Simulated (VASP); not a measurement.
## TiSi: relaxation of cell and atoms with r2SCAN

Crystal: TiSi.

```
Ti Si
1.0
     2.84668    0.00000    0.00000
     0.00000    2.84668    0.00000
     0.00000    0.00000    3.73118
Ti Si
1 1
Direct
  0.50000 0.50000 0.50000
  0.00000 0.00000 0.00000
```

```
Program                : VASP 6.6.1
Task                   : relaxation of cell and atoms
Functional             : r2SCAN
Potentials or basis    : VASP PAW PBE potentials, release 64 (Ti_sv, Si)
Cutoff                 : 600 eV
k mesh                 : 6 × 6 × 6
Occupations            : gaussian, width 0.1 eV
Spin                   : no spin polarisation
Dipole correction      : no
Further INCAR settings : ALGO = Normal; EDIFF = 1e-07; IBRION = 2; EDIFFG = -0.04; NSW = 90; ISIF = 3
```

| Item | Value |
| --- | --- |
| Relaxed volume | 14.32 Å³/atom |
| Relaxed cell | a = 2.736 Å, b = 2.736 Å, c = 3.825 Å, α = 90.00°, β = 90.00°, γ = 90.00° |
| Space group after relaxing (to 0.05 Å) | P4/mmm (No. 123) |
| Energy gained by relaxing | 29.8 meV/atom |
| Ionic steps | 5 |
| Pressure after relaxing | -0.1 GPa |
| Band gap on the k mesh | zero (band 8 reaches 11.13 eV, above the bottom of band 9 at 9.86 eV) |

Stress tensor (GPa, compression positive):
```
-0.06  0.00  0.00
 0.00 -0.06  0.00
 0.00  0.00 -0.19
```

The path:
| step | energy change (eV) | largest force (eV/Å) | pressure (GPa) | volume (Å³) |
| --- | --- | --- | --- | --- |
| 1 | 0.0000 | 0.0000 | -5.86 | 30.24 |
| 2 | -0.0398 | 0.0000 | 4.72 | 27.87 |
| 3 | -0.0463 | 0.0000 | 1.78 | 28.46 |
| 4 | -0.0590 | 0.0000 | 0.38 | 28.60 |
| 5 | -0.0597 | 0.0000 | -0.11 | 28.64 |

Final structure:
```
Ti Si
1.0
     2.73615    0.00000    0.00000
     0.00000    2.73615    0.00000
     0.00000    0.00000    3.82538
Ti Si
1 1
Direct
  0.50000 0.50000 0.50000
  0.00000 0.00000 0.00000
```

Levels at points of the mesh, in eV from the Fermi level:
```csv
k point,band 5,band 6,band 7,band 8,band 9,band 10,band 11,band 12
"(0.00, 0.00, 0.00)",-12.76,-2.67,-2.26,-1.55,2.33,2.33,3.87,5.93
"(0.50, 0.00, 0.00)",-8.31,-7.06,-3.22,-0.64,1.74,2.84,4.60,4.76
"(0.50, 0.50, 0.00)",-5.87,-3.21,-3.21,-1.21,-0.68,-0.68,2.92,3.28
"(0.00, 0.00, 0.50)",-11.42,-7.10,-1.23,0.59,1.38,1.38,3.90,6.82
"(0.50, 0.00, 0.50)",-8.60,-5.60,-3.05,-1.79,1.57,1.97,2.41,3.49
"(0.50, 0.50, 0.50)",-4.64,-4.64,-4.07,-2.69,1.95,2.51,3.98,3.98
```

Run time: 95 s on 1 thread of Intel(R) Xeon(R) 6975P-C (Granite Rapids), with other jobs on the host, peak memory 0.16 GiB.

Caveat: the k points lie up to 0.38 Å⁻¹ apart in the final cell; the PAW data sets were made with another functional, which shifts forces and pressure a little.
